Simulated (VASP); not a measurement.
Wanted: the native input for a VASP 6.6.1 run.

```yaml
Task: electric field gradients
Functional: PBEsol
Potentials_or_basis: VASP PAW PBE potentials, release 64 (Mg, S)
Cutoff: 520 eV
k_mesh: 10 × 10 × 10
Occupations: fermi-dirac, width 0.03 eV
Spin: no spin polarisation
Dipole_correction: no
Further_INCAR_settings: ALGO = Normal; EDIFF = 1e-08; NBANDS = 11
```

The structure of MgS lies in POSCAR:

```
MgS
1.0
    0.0000000000      2.6016500000      2.6536830000
    2.6016500000      0.0000000000      2.6536830000
    2.6016500000      2.6016500000      0.0000000000
Mg S
1 1
Direct
    0.0000000000      0.0000000000      0.0000000000
    0.5000000000      0.5000000000      0.5000000000
```

This cell differs from its parent crystal: zz strain of +2 %.

These files were run (other wordings do the same):

INCAR

```
SYSTEM = MgS
  PREC = Accurate
  ENCUT = 520
  EDIFF = 1E-8
  ISMEAR = -1
  SIGMA = 0.03
  LREAL = .FALSE.
  LASPH = .TRUE.
  NELM = 60
  ALGO = Normal
  ISIF = 2
  LWAVE = .FALSE.
  LCHARG = .FALSE.
  GGA = PS
  LEFG = .TRUE.
  NBANDS = 11
```

KPOINTS

```
Automatic mesh
0
G
  10 10 10
  0 0 0
```

Potentials or basis: VASP PAW PBE potentials, release 64 (Mg, S).

Command:

```sh
$ cat potpaw_PBE.64/Mg/POTCAR potpaw_PBE.64/S/POTCAR > POTCAR
$ mpirun -np 1 vasp_std > vasp.out
```

It gave:

```yaml
Pressure: -2.5 GPa
Band_gap_on_the_k_mesh: 2.58 eV (least direct gap 3.39 eV)
Largest_electric_field_gradient_by_atom: Mg +3.1; S +1.3 V/Å²
```

Caveat: the cell differs from its parent crystal (zz strain of +2 %); without QUAD_EFG the Cq values of the log hold for a quadrupole moment of 1 mb, not for the nuclei; the PAW data sets were made with another functional, which shifts forces and pressure a little.

It took 50 s on 1 thread of Intel Xeon 8259CL, with other jobs on the host, peak memory 0.18 GiB.
